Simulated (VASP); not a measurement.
A run of VASP 6.6.1 is set up as follows.

The input INCAR:

```
SYSTEM = SiMo3
PREC = Accurate
ENCUT = 520
EDIFF = 1E-6
ISMEAR = 0
SIGMA = 0.1
LREAL = .False.
LASPH = .True.
NELM = 100
ALGO = Normal
ISIF = 2
LWAVE = .False.
LCHARG = .True.
GGA = PE
LELF = .True.
LVHAR = .True.
NBANDS = 56
```

File KPOINTS:

```
Automatic mesh
0
Gamma
  8 8 8
  0 0 0
```

File POSCAR:

```
SiMo3
1.0
    4.8568899921      0.0000000000      0.0000000000
    0.0000000000      4.8568899921      0.0000000000
    0.0000000000      0.0000000000      4.8568899921
Si Mo
2 6
Direct
    0.0000000000      0.0000000000      0.0000000000
    0.5000000000      0.5000000000      0.5000000000
    0.2500000000      0.0000000000      0.5000000000
    0.5000000000      0.7500000000      0.0000000000
    0.7500000000      0.0000000000      0.5000000000
    0.5000000000      0.2500000000      0.0000000000
    0.0000000000      0.5000000000      0.7500000000
    0.0000000000      0.5000000000      0.2500000000
```

Potentials or basis: VASP PAW PBE potentials, release 64 (Si, Mo_sv).

The run is started by

```bash
$ cat potpaw_PBE.64/Si/POTCAR potpaw_PBE.64/Mo_sv/POTCAR > POTCAR
$ mpirun -np 1 vasp_std > vasp.out
```

(1) Predict the band gap on the k mesh.

(2) What does it give for the pressure?

Results:

(1) zero (band 46 reaches 14.36 eV, above the bottom of band 47 at 11.88 eV).

(2) 8.6 GPa.
